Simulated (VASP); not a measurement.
Wanted: the native input for a VASP 6.6.1 run.

```
Task                   : single point
Functional             : r2SCAN
Potentials or basis    : VASP PAW PBE potentials, release 64 (Mg, O)
Cutoff                 : 520 eV
k mesh                 : 6 × 6 × 6
Occupations            : gaussian, width 0.1 eV
Spin                   : no spin polarisation
Dipole correction      : no
Further INCAR settings : ALGO = Normal; EDIFF = 1e-07; NBANDS = 11
```

Crystal: MgO.

```xyz
2
Lattice="2.6223 0.0000 0.0000 0.0000 2.6223 0.0000 0.0000 0.0000 2.6223" Properties=species:S:1:pos:R:3 pbc="T T T"
Mg    0.0000    0.0000    0.0000
O     1.3112    1.3112    1.3112
```

One way to write it, as run:

POSCAR

```
MgO
1.0
    2.6223259631      0.0000000000      0.0000000000
    0.0000000000      2.6223259631      0.0000000000
    0.0000000000      0.0000000000      2.6223259631
Mg O
1 1
Direct
    0.0000000000      0.0000000000      0.0000000000
    0.5000000000      0.5000000000      0.5000000000
```

INCAR.step1

```
  ALGO = Normal
  EDIFF = 1E-4
  ENCUT = 520
  GGA = PE
  ISMEAR = 0
  LASPH = True
  LCHARG = False
  LREAL = False
  LWAVE = True
  NBANDS = 11
  NELM = 60
  PREC = Accurate
  SIGMA = 0.1
```

INCAR.step2

```
  ALGO = Normal
  EDIFF = 1E-7
  ENCUT = 520
  ISIF = 2
  ISMEAR = 0
  ISTART = 1
  LASPH = True
  LCHARG = True
  LELF = True
  LMIXTAU = True
  LREAL = False
  LVHAR = True
  LWAVE = False
  METAGGA = R2SCAN
  NBANDS = 11
  NELM = 60
  PREC = Accurate
  SIGMA = 0.1
```

KPOINTS

```
k-points
0
Gamma
  6 6 6
```

Potentials or basis: VASP PAW PBE potentials, release 64 (Mg, O).

Launch:

```sh
$ cat potpaw_PBE.64/Mg/POTCAR potpaw_PBE.64/O/POTCAR > POTCAR
$ cp INCAR.step1 INCAR
$ mpirun -np 1 vasp_std > vasp.out
$ cp INCAR.step2 INCAR
$ mpirun -np 1 vasp_std > vasp.out
```

Results of the run:

```
Pressure               : -1.0 GPa
Band gap on the k mesh : 3.46 eV (least direct gap 4.52 eV)
```

Caveat: the PAW data sets were made with another functional, which shifts forces and pressure a little.

Wall time 44 s on 1 thread of Intel Xeon 8259CL (shared host), peak memory 0.13 GiB.
